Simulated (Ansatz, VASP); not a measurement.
## Be3Bi2 in VASP and in Ansatz

```xyz
5
Lattice="3.9791 0.0000 0.0000 -1.9896 3.4460 0.0000 0.0000 0.0000 6.9825" Properties=species:S:1:pos:R:3 pbc="T T T"
Be    0.0000    0.0000    0.0000
Be    0.0000    2.2974    2.9818
Be    1.9896    1.1487    4.0008
Bi    0.0000    2.2974    5.4481
Bi    1.9896    1.1487    1.5344
```

Change from the starting cell: species swapped into the Mg3Sb2 type (P-3m1, No. 164).

Alike in both runs: functional PBE; k mesh 6 × 6 × 4; occupations gaussian, width 0.1 eV; no spin polarisation.

Ansatz relaxed the structure, and its values are those at the end. VASP's run is a single point on that final structure, the one shown.

|  | VASP | Ansatz |
| --- | --- | --- |
| version | VASP 6.6.1 | Ansatz 0.2.0 |
| potentials or method | VASP PAW PBE potentials, release 64 (Be, Bi_d), cutoff 520 eV | scalar-relativistic, plane waves, PAW |
| valence electrons in the cell | 36 | 36 |

VASP gave:

| Quantity | Value |
| --- | --- |
| gap on the k mesh at the Fermi level (eV) | none |
| pressure (GPa) | 0.1 |
| rms of the force components (eV/Å) | 0.018 |

Task: What did Ansatz give for the same quantities?

Result: gap on the k mesh at the Fermi level (eV): none; pressure (GPa): 0.1; rms of the force components (eV/Å): 0.017.

A gap of «none» marks a metal or a gap that the smearing closes.

Neither program's run includes spin-orbit coupling.
